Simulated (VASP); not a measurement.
Wanted: the native input for a VASP 6.6.1 run.

```yaml
Task: relaxation of cell and atoms
Functional: PBE
Potentials_or_basis: VASP PAW PBE potentials, release 64 (Bi_d, Se)
Cutoff: 600 eV
k_mesh: 4 × 4 × 4
Occupations: gaussian, width 0.1 eV
Spin: no spin polarisation
Dipole_correction: no
Further_INCAR_settings: ALGO = Normal; EDIFF = 1e-06; IBRION = 2; EDIFFG = -0.04; NSW = 90; ISIF = 3
```

The structure of BiSe3 lies in POSCAR:

```
BiSe3
1.0
    4.8318746400      0.0000000000      0.0000000000
    0.0000000000      4.8318746400      0.0000000000
    0.0000000000      0.0000000000      4.8318746400
Bi Se
1 3
Direct
    0.0000000000      0.0000000000      0.0000000000
    0.0000000000      0.5000000000      0.5000000000
    0.5000000000      0.0000000000      0.5000000000
    0.5000000000      0.5000000000      0.0000000000
```

These files were run (other wordings do the same):

INCAR

```
SYSTEM = BiSe3
PREC = Accurate
ENCUT = 600
EDIFF = 1E-6
ISMEAR = 0
SIGMA = 0.1
LREAL = .FALSE.
LASPH = .TRUE.
NELM = 80
ALGO = Normal
ISIF = 3
LWAVE = .FALSE.
LCHARG = .FALSE.
GGA = PE
IBRION = 2
NSW = 90
EDIFFG = -0.04
```

KPOINTS

```
Automatic mesh
0
G
  4 4 4
  0 0 0
```

Potentials or basis: VASP PAW PBE potentials, release 64 (Bi_d, Se).

Launch:

```sh
$ cat potpaw_PBE.64/Bi_d/POTCAR potpaw_PBE.64/Se/POTCAR > POTCAR
$ mpirun -np 1 vasp_std > vasp.out
```

It gave:

```json
{
  "Relaxed volume": "23.59 Å³/atom",
  "Relaxed cell": "a = 4.553 Å, b = 4.553 Å, c = 4.553 Å, α = 90.00°, β = 90.00°, γ = 90.00°",
  "Space group after relaxing (to 0.05 Å)": "Pm-3m (No. 221)",
  "Energy gained by relaxing": "127.7 meV/atom",
  "Ionic steps": "3",
  "Pressure after relaxing": "0.0 GPa"
}
```

Caveat: the volume moved by over 15 % at a fixed basis, so the end points are rough.

It took 51 s on 1 thread of Intel(R) Xeon(R) Platinum 8488C (Sapphire Rapids), on a shared host, peak memory 0.25 GiB.
